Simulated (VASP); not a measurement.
# PtSeS3 (P4mm) in VASP: a series of runs

PtSeS3 is run at these levels: PBE; tasks: single point, relaxation of cell and atoms.

All numbers are computed with VASP 6.6.1; they aren't measurements. Logs are shortened: lines on timing, memory, paths and dates and some standing lists are left out, and cuts for length are marked.

## 1. The cell of the first run

Symmetry: P4mm, No. 99, tetragonal system. The conventional cell has a = 4.452 Å, b = 4.452 Å, c = 5.629 Å, α = 90.00°, β = 90.00°, γ = 90.00°. Within 3.1 Å of Pt (site symmetry 4mm) lie 5 S at 2.32 to 2.46 Å. Within 4.2 Å of Se (site symmetry 4mm) lie 12 S at 3.22 to 3.66 Å and 4 Pt at 3.56 Å. Within 3.2 Å of S (site symmetry 2mm) lie 2 Pt at 2.46 Å and 6 S at 3.15 to 3.17 Å. S (site symmetry 4mm) has 2 Pt at 2.32 to 3.30 Å and 4 S at 3.17 Å and 4 Se at 3.22 Å within 3.4 Å.

The cell was built from a structure type or drawn by symmetry, and may not be a known phase.

## 2. Single point, PBE

The input, INCAR:

```
PREC = Accurate
ENCUT = 520
EDIFF = 1E-7
ISMEAR = 0
SIGMA = 0.1
LREAL = False
LASPH = True
NELM = 80
ALGO = Normal
ISIF = 2
LWAVE = False
LCHARG = True
GGA = PE
LELF = True
LVHAR = True
NBANDS = 25
```

The input, KPOINTS:

```
Automatic mesh
0
Gamma
  4 4 4
```

The input, POSCAR:

```
PtSeS3
1.0
    4.4524739200      0.0000000000      0.0000000000
    0.0000000000      4.4524739200      0.0000000000
    0.0000000000      0.0000000000      5.6285246400
Pt Se S
1 1 3
Direct
    0.5000000000      0.5000000000      0.6872155100
    0.0000000000      0.0000000000      0.9838940500
    0.0000000000      0.5000000000      0.5006765100
    0.5000000000      0.5000000000      0.1001364400
    0.5000000000      0.0000000000      0.5006765100
```

Potentials or basis: VASP PAW PBE potentials, release 64 (Pt, Se, S).

Launch:

```sh
$ cat potpaw_PBE.64/Pt/POTCAR potpaw_PBE.64/Se/POTCAR potpaw_PBE.64/S/POTCAR > POTCAR
$ mpirun -np 1 vasp_std > vasp.out
```

OUTCAR:

```text
PREC = Accurate
   ENCUT = 520
   EDIFF = 1E-7
   ISMEAR = 0
   LREAL = False
   LASPH = True
   NELM = 80
   ISIF = 2
   GGA = PE

 ion  position               nearest neighbor table
   1  0.500  0.500  0.687-   4 2.32   3 2.46   5 2.46   5 2.46   3 2.46
   2  0.000  0.000  0.984-
   3  0.000  0.500  0.501-   1 2.46   1 2.46
   4  0.500  0.500  0.100-   1 2.32
   5  0.500  0.000  0.501-   1 2.46   1 2.46

  LATTYP: Found a simple tetragonal cell.
 ALAT       =     4.4524739200
 C/A-ratio  =     1.2641342187

  Lattice vectors:

 A1 = (   4.4524739200,   0.0000000000,   0.0000000000)
 A2 = (   0.0000000000,   4.4524739200,   0.0000000000)
 A3 = (   0.0000000000,   0.0000000000,   5.6285246400)

Analysis of symmetry for initial positions (statically):
=====================================================================
 Subroutine PRICEL returns:
 Original cell was already a primitive cell.

 Routine SETGRP: Setting up the symmetry group for a
 simple tetragonal supercell.

 Subroutine GETGRP returns: Found  8 space group operations
 (whereof  8 operations were pure point group operations)
 out of a pool of 16 trial point group operations.

The static configuration has the point symmetry C_4v.

Analysis of symmetry for dynamics (positions and initial velocities):
=====================================================================
 Subroutine PRICEL returns:
 Original cell was already a primitive cell.

 Routine SETGRP: Setting up the symmetry group for a
 simple tetragonal supercell.

 Subroutine GETGRP returns: Found  8 space group operations
 (whereof  8 operations were pure point group operations)
 out of a pool of 16 trial point group operations.

The dynamic configuration has the point symmetry C_4v.

 Subroutine INISYM returns: Found  8 space group operations
 (whereof  8 operations are pure point group operations),
 and found     1 'primitive' translations

----------------------------------------------------------------------------------------

                                     Primitive cell

  volume of cell :     111.5828

  direct lattice vectors                    reciprocal lattice vectors
     4.452473920  0.000000000  0.000000000     0.224594241  0.000000000  0.000000000
     0.000000000  4.452473920  0.000000000     0.000000000  0.224594241  0.000000000
     0.000000000  0.000000000  5.628524640     0.000000000  0.000000000  0.177666452

  length of vectors
     4.452473920  4.452473920  5.628524640     0.224594241  0.224594241  0.177666452

  position of ions in fractional coordinates (direct lattice)
     0.500000000  0.500000000  0.687215510
     0.000000000  0.000000000  0.983894050
     0.000000000  0.500000000  0.500676510
     0.500000000  0.500000000  0.100136440
     0.500000000  0.000000000  0.500676510

  ion indices of the primitive-cell ions
   primitive index   ion index
                 1           1
                 2           2
                 3           3
                 4           4
                 5           5

----------------------------------------------------------------------------------------

 KPOINTS: Automatic mesh

Automatic generation of k-mesh.
 Grid dimensions read from file:
 generate k-points for:    4    4    4

 Generating k-lattice:

  Cartesian coordinates                     Fractional coordinates (reciprocal lattice)
     0.056148560  0.000000000  0.000000000     0.250000000  0.000000000  0.000000000
     0.000000000  0.056148560  0.000000000     0.000000000  0.250000000  0.000000000
     0.000000000  0.000000000  0.044416613     0.000000000  0.000000000  0.250000000

  Length of vectors
     0.056148560  0.056148560  0.044416613

  Shift w.r.t. Gamma in fractional coordinates (k-lattice)
     0.000000000  0.000000000  0.000000000

 Subroutine IBZKPT returns following result:
 ===========================================

 Found     18 irreducible k-points:

 Following reciprocal coordinates:
            Coordinates               Weight
  0.000000  0.000000  0.000000      1.000000
  0.250000  0.000000  0.000000      4.000000
  0.500000  0.000000  0.000000      2.000000
  0.250000  0.250000  0.000000      4.000000
  0.500000  0.250000  0.000000      4.000000
  0.500000  0.500000  0.000000      1.000000
[... 10 lines left out ...]
  0.500000  0.250000  0.500000      4.000000
  0.500000  0.500000  0.500000      1.000000
   k-points           NKPTS =     18   k-points in BZ     NKDIM =     18   number of bands    NBANDS=     25
   number of dos      NEDOS =    301   number of ions     NIONS =      5
   total plane-waves  NPLWV =  54432
   dimension x,y,z NGX =    36 NGY =   36 NGZ =   42
   dimension x,y,z NGXF=    72 NGYF=   72 NGZF=   84
   ions per type =               1   1   3
   NGX,Y,Z   is equivalent  to a cutoff of  13.44, 13.44, 12.41 a.u.
   NGXF,Y,Z  is equivalent  to a cutoff of  26.88, 26.88, 24.81 a.u.
 SYSTEM =  unknown system
   PREC   = accura    normal or accurate (medium, high low for compatibility)
   ISTART =      0    job   : 0-new  1-cont  2-samecut
   ICHARG =      2    charge: 1-file 2-atom 10-const
   ISPIN  =      1    spin polarized calculation?
   LNONCOLLINEAR =      F non collinear calculations
   LSORBIT =      F    spin-orbit coupling
   LASPH  =      T    aspherical Exc in radial PAW
   ENCUT  =  520.0 eV  38.22 Ry    6.18 a.u.   8.28  8.28 10.47*2*pi/ulx,y,z
   NELM   =     80;   NELMIN=  2; NELMDL= -5     # of ELM steps
   EDIFF  = 0.1E-06   stopping-criterion for ELM
   LREAL  =      F    real-space projection
   EDIFFG = 0.1E-05   stopping-criterion for IOM
   NSW    =      0    number of steps for IOM
   IBRION =     -1    ionic relax: 0-MD 1-quasi-New 2-CG
   NFREE  =      0    steps in history (QN), initial steepest desc. (CG)
   ISIF   =      2    stress and relaxation
   ISYM   =      2    0-nonsym 1-usesym 2-fastsym
   POTIM  = 0.5000    time-step for ionic-motion
   TEBEG  =    0.0;   TEEND  =   0.0 temperature during run
   PSTRESS=    0.0 pullay stress
   NELECT =      34.0000    total number of electrons
   NUPDOWN=      -1.0000    fix difference up-down
   EMIN   =  10.00;   EMAX   =-10.00  energy-range for DOS
   EFERMI =   0.00;   METHOD = LEGACY
   ISMEAR =     0;   SIGMA  =   0.10  broadening in eV -4-tet -1-fermi 0-gaus
   EFERMI_NEDOS =   21; number of points for ismear=-14 and -15
   IALGO  =     38    algorithm
   IMIX   =      4    mixing-type and parameters
     AMIX     =   0.40;   BMIX     =  1.00
     AMIX_MAG =   1.60;   BMIX_MAG =  1.00
  volume/ion in A,a.u.               =      22.32       150.60
  Fermi-wavevector in a.u.,A,eV,Ry     =   1.101629  2.081777 16.511846  1.213586
  Thomas-Fermi vector in A             =   2.238059
   LORBIT       =      0    0 simple, 1 ext, 2 COOP (PROOUT), +10 PAW based schemes
   GGA     = PE    functional components
   LHFCALC =     F    Hartree Fock is set to
   AEXX    =    0.0000 exact exchange contribution
   IVDW    =     0    specifies the selected vdW correction
   LEPSILON=     F    determine dielectric tensor
   LRPA    =     F    only Hartree local field effects (RPA)
 non-spin polarized calculation
 Gauss-broadening in eV      SIGMA  =   0.10
  energy-cutoff  :      520.00
  volume of cell :      111.58
 maximum number of plane-waves:      3033
 NGX is ok and might be reduce to    36
   NGX = 17   NGY = 17   NGZ = 21

 number of electron      34.0000002 magnetization

 Free energy of the ion-electron system (eV)
  ---------------------------------------------------
  ext. energy  EPLUGINS =         0.00000000
  ---------------------------------------------------
  free energy    TOTEN  =       -18.08040755 eV

  energy without entropy =      -18.04889260  energy(sigma->0) =      -18.06465007

 E-fermi :   3.9292     XC(G=0):  -9.8251

 val. band max:        3.9139712058   @ k =   0.5000   0.5000   0.5000
 cond. band min:       3.9535713288   @ k =   0.2500   0.0000   0.5000
 fundamental gap:      0.0396001230
 Fermi energy:         3.9291619256

 k-point     1 :       0.0000    0.0000    0.0000
  band No.  band energies     occupation
      1     -10.1163      2.00000
      2      -8.4840      2.00000
      3      -7.6983      2.00000
      4      -7.4425      2.00000
      5      -1.3610      2.00000
      6      -1.3610      2.00000
[... 17 lines left out ...]
     24      10.5623      0.00000
     25      10.6210      0.00000

 k-point     2 :       0.2500    0.0000    0.0000
  band No.  band energies     occupation
      1      -9.8200      2.00000
      2      -8.3565      2.00000
      3      -8.0075      2.00000
      4      -7.6121      2.00000
      5      -1.4341      2.00000
      6      -1.2442      2.00000
[... 17 lines left out ...]
     24      10.6342      0.00000
     25      11.2689      0.00000

 k-point     3 :       0.5000    0.0000    0.0000
  band No.  band energies     occupation
      1      -9.2475      2.00000
      2      -8.7006      2.00000
      3      -8.1132      2.00000
      4      -7.7923      2.00000
      5      -1.3118      2.00000
      6      -1.0898      2.00000
[... 17 lines left out ...]
     24      12.1420      0.00000
     25      12.4959      0.00000

 k-point     4 :       0.2500    0.2500    0.0000
  band No.  band energies     occupation
      1      -9.5455      2.00000
      2      -8.2923      2.00000
      3      -8.0666      2.00000
      4      -7.8043      2.00000
      5      -1.7328      2.00000
      6      -1.1137      2.00000
[... 17 lines left out ...]
     24      11.5770      0.00000
     25      12.1036      0.00000

 k-point     5 :       0.5000    0.2500    0.0000
  band No.  band energies     occupation
      1      -9.0289      2.00000
      2      -8.5678      2.00000
      3      -8.1800      2.00000
      4      -7.8493      2.00000
      5      -1.8209      2.00000
      6      -0.9704      2.00000
[... 17 lines left out ...]
     24      12.3555      0.00000
     25      13.2854      0.00000

 k-point     6 :       0.5000    0.5000    0.0000
  band No.  band energies     occupation
      1      -8.6739      2.00000
      2      -8.3803      2.00000
      3      -8.3803      2.00000
      4      -7.9617      2.00000
      5      -2.2165      2.00000
      6      -0.9219      2.00000
[... 17 lines left out ...]
     24      12.5488      0.00000
     25      13.5927      0.00000
[... 225 lines left out ...]
 k-point    15 :       0.5000    0.0000    0.5000
  band No.  band energies     occupation
      1      -8.8817      2.00000
      2      -8.4831      2.00000
      3      -8.4597      2.00000
      4      -8.0661      2.00000
      5      -2.0338      2.00000
      6      -1.2766      2.00000
[... 17 lines left out ...]
     24      11.3430      0.00000
     25      12.5426      0.00000

 k-point    16 :       0.2500    0.2500    0.5000
  band No.  band energies     occupation
      1      -9.1239      2.00000
      2      -8.7700      2.00000
      3      -8.0580      2.00000
      4      -7.7443      2.00000
      5      -2.2770      2.00000
      6      -1.3842      2.00000
[... 17 lines left out ...]
     24      12.0883      0.00000
     25      12.1199      0.00000

 k-point    17 :       0.5000    0.2500    0.5000
  band No.  band energies     occupation
      1      -8.7192      2.00000
      2      -8.4280      2.00000
      3      -8.4048      2.00000
      4      -8.0039      2.00000
      5      -2.5705      2.00000
      6      -1.3392      2.00000
[... 17 lines left out ...]
     24      11.6106      0.00000
     25      11.8335      0.00000

 k-point    18 :       0.5000    0.5000    0.5000
  band No.  band energies     occupation
      1      -8.5202      2.00000
      2      -8.3703      2.00000
      3      -8.3703      2.00000
      4      -7.9391      2.00000
      5      -3.0519      2.00000
      6      -1.2640      2.00000
[... 17 lines left out ...]
     24      10.9140      0.00000
     25      11.2752      0.00000

------------------------ aborting loop because EDIFF is reached ----------------------------------------

  FORCE on cell =-STRESS in cart. coord.  units (eV):
  Direction    XX          YY          ZZ          XY          YZ          ZX
  --------------------------------------------------------------------------------------
  -------------------------------------------------------------------------------------
  Total       -6.9729644     -6.9729644     -1.5619818      0.0000000      0.0000000      0.0000000
  in kB     -100.1222699   -100.1222699    -22.4279317      0.0000000      0.0000000      0.0000000
  external PRESSURE =     -74.2241572 kB  Pullay stress =       0.0000000 kB

 VOLUME and BASIS-vectors are now :
 -----------------------------------------------------------------------------
  energy-cutoff  :      520.00
  volume of cell :      111.58
      direct lattice vectors                 reciprocal lattice vectors
     4.452473920  0.000000000  0.000000000     0.224594241  0.000000000  0.000000000
     0.000000000  4.452473920  0.000000000     0.000000000  0.224594241  0.000000000
     0.000000000  0.000000000  5.628524640     0.000000000  0.000000000  0.177666452

 POSITION                                       TOTAL-FORCE (eV/Angst)
 -----------------------------------------------------------------------------------
      2.22624      2.22624      3.86801         0.000000     -0.000000     -1.144273
      0.00000      0.00000      5.53787         0.000000      0.000000      0.518730
      0.00000      2.22624      2.81807         0.000000      0.000000      0.800863
      2.22624      2.22624      0.56362         0.000000      0.000000     -0.976184
      2.22624      0.00000      2.81807        -0.000000      0.000000      0.800863
 -----------------------------------------------------------------------------------
    total drift:                                0.000000      0.000000      0.000419

  FREE ENERGIE OF THE ION-ELECTRON SYSTEM (eV)
  ---------------------------------------------------
  free  energy   TOTEN  =       -18.0804075469 eV

  energy  without entropy=      -18.0488926025  energy(sigma->0) =      -18.06465007
```

Wall time 42 s (1 thread of Intel Xeon Platinum 8559C (Emerald Rapids), shared host); peak memory 0.25 GiB.

What came out:

```
Free energy            : -18.0804 eV
Pressure               : -7.4 GPa
Largest force          : 1.144 eV/Å
Band gap on the k mesh : zero (bands 17 and 18 overlap by 0.74 eV)
```

Forces on the atoms (eV/Å):
```
Pt   0.000  0.000 -1.144
Se   0.000  0.000  0.519
S    0.000  0.000  0.801
S    0.000  0.000 -0.976
S    0.000  0.000  0.801
```

Caveat: the cell stands under tension; spin-orbit coupling is left out, which moves the levels of the heavy elements; forces of over 1 eV/Å act on the atoms, so gaps and moduli don't describe the material at rest.

## 3. Single point, PBE

This run uses another cell than the first one, of 22.61 Å³/atom.

The input, INCAR:

```
PREC = Accurate ; ENCUT = 520
EDIFF = 1E-7 ; ISMEAR = 0
SIGMA = 0.1 ; LREAL = False
LASPH = True ; NELM = 80
ALGO = Normal ; ISIF = 2
LWAVE = False ; LCHARG = False
GGA = PE ; NBANDS = 25
```

The input, KPOINTS:

```
regular mesh
0
Gamma
  4 4 4
```

The input, POSCAR:

```
PtSeS3
1.0
    3.8933563078      0.0000000000      0.0000000000
    0.0000000000      3.8933563078      0.0000000000
    0.0000000000      0.0000000000      7.4580558638
Pt Se S
1 1 3
Direct
    0.5000000000      0.5000000000      0.6915734656
    0.0000000000      0.0000000000      1.0263140900
    0.0000000000      0.5000000000      0.5210434060
    0.5000000000      0.5000000000      0.0126246524
    0.5000000000      0.0000000000      0.5210434060
```

Potentials or basis: VASP PAW PBE potentials, release 64 (Pt, Se, S).

Launch:

```sh
$ cat potpaw_PBE.64/Pt/POTCAR potpaw_PBE.64/Se/POTCAR potpaw_PBE.64/S/POTCAR > POTCAR
$ mpirun -np 1 vasp_std > vasp.out
```

OUTCAR:

```text
PREC = Accurate
   ENCUT = 520
   EDIFF = 1E-7
   ISMEAR = 0
   LREAL = False
   LASPH = True
   NELM = 80
   ISIF = 2
   GGA = PE

 ion  position               nearest neighbor table
   1  0.500  0.500  0.692-   3 2.33   5 2.33   5 2.33   3 2.33   4 2.39
   2  0.000  0.000  0.026-   4 2.75   4 2.75   4 2.75   4 2.75
   3  0.000  0.500  0.521-   1 2.33   1 2.33   5 2.75   5 2.75   5 2.75   5 2.75
   4  0.500  0.500  0.013-   1 2.39   2 2.75   2 2.75   2 2.75   2 2.75
   5  0.500  0.000  0.521-   1 2.33   1 2.33   3 2.75   3 2.75   3 2.75   3 2.75
[... 701 lines left out ...]
  -------------------------------------------------------------------------------------
  Total        0.0100092      0.0100092      0.0015900      0.0000000      0.0000000      0.0000000
  in kB        0.1418528      0.1418528      0.0225338      0.0000000      0.0000000      0.0000000
  external PRESSURE =       0.1020798 kB  Pullay stress =       0.0000000 kB

 VOLUME and BASIS-vectors are now :
 -----------------------------------------------------------------------------
  energy-cutoff  :      520.00
  volume of cell :      113.05
      direct lattice vectors                 reciprocal lattice vectors
     3.893356308  0.000000000  0.000000000     0.256847799  0.000000000  0.000000000
     0.000000000  3.893356308  0.000000000     0.000000000  0.256847799  0.000000000
     0.000000000  0.000000000  7.458055864     0.000000000  0.000000000  0.134083201

 POSITION                                       TOTAL-FORCE (eV/Angst)
 -----------------------------------------------------------------------------------
      1.94668      1.94668      5.15779         0.000000     -0.000000      0.024506
      0.00000      0.00000      0.19625        -0.000000     -0.000000     -0.004702
      0.00000      1.94668      3.88597         0.000000     -0.000000      0.003548
      1.94668      1.94668      0.09416         0.000000      0.000000     -0.026901
      1.94668      0.00000      3.88597         0.000000      0.000000      0.003548
 -----------------------------------------------------------------------------------
    total drift:                                0.000000     -0.000000      0.000103

  FREE ENERGIE OF THE ION-ELECTRON SYSTEM (eV)
  ---------------------------------------------------
  free  energy   TOTEN  =       -19.8471821542 eV

  energy  without entropy=      -19.8251264277  energy(sigma->0) =      -19.83615429
```

Run time: 43 s. Hardware: 1 thread of Intel Xeon Platinum 8559C (Emerald Rapids), shared host; peak memory 0.24 GiB.

Results:

- Free energy: -19.8472 eV
- Pressure: 0.0 GPa
- Largest force: 0.027 eV/Å
- Band gap on the k mesh: zero (bands 17 and 18 overlap by 2.38 eV)

Forces on the atoms (eV/Å):
```
Pt   0.000  0.000  0.025
Se   0.000  0.000 -0.005
S    0.000  0.000  0.004
S    0.000  0.000 -0.027
S    0.000  0.000  0.004
```

Caveat: the k points lie up to 0.40 Å⁻¹ apart, too coarse for converged energies and pressures of a metal; spin-orbit coupling is left out, which moves the levels of the heavy elements; this functional lacks dispersion, which binds the layers, so the pressure and a relaxed spacing across them are unreliable.

(Continued in part 2 of 3.)
